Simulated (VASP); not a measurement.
A run of VASP 6.6.1:

Contents of INCAR:

```
SYSTEM = PbS
PREC = Accurate
ENCUT = 500
EDIFF = 1E-6
ISMEAR = -4
SIGMA = 0.1
LREAL = .FALSE.
LASPH = .TRUE.
NELM = 120
ALGO = Normal
ISIF = 2
LWAVE = .FALSE.
LCHARG = .FALSE.
GGA = RE
IVDW = 12
NBANDS = 17
GGA_COMPAT = .FALSE.
```

KPOINTS

```
regular mesh
0
G
  4 4 4
  0 0 0
```

File POSCAR:

```
PbS
1.0
    3.6536590000      0.0000000000      0.0000000000
    0.0000000000      3.6536590000      0.0000000000
    0.0000000000      0.0000000000      3.6536590000
Pb S
1 1
Direct
    0.0000000000      0.0000000000      0.0000000000
    0.5000000000      0.5000000000      0.5000000000
```

Potentials or basis: VASP PAW PBE potentials, release 64 (Pb_d, S).

Run with:

```sh
$ cat potpaw_PBE.64/Pb_d/POTCAR potpaw_PBE.64/S/POTCAR > POTCAR
$ mpirun -np 1 vasp_std > vasp.out
```

Hardware: 1 thread of Intel(R) Xeon(R) Platinum 8488C (Sapphire Rapids), with other jobs on the host.

Question: How long does it take, and how much memory?

Answer: Run time: 10 s on 1 thread of Intel(R) Xeon(R) Platinum 8488C (Sapphire Rapids), on a shared host, peak memory 0.16 GiB. Counts: scf iterations 12, k points 10.
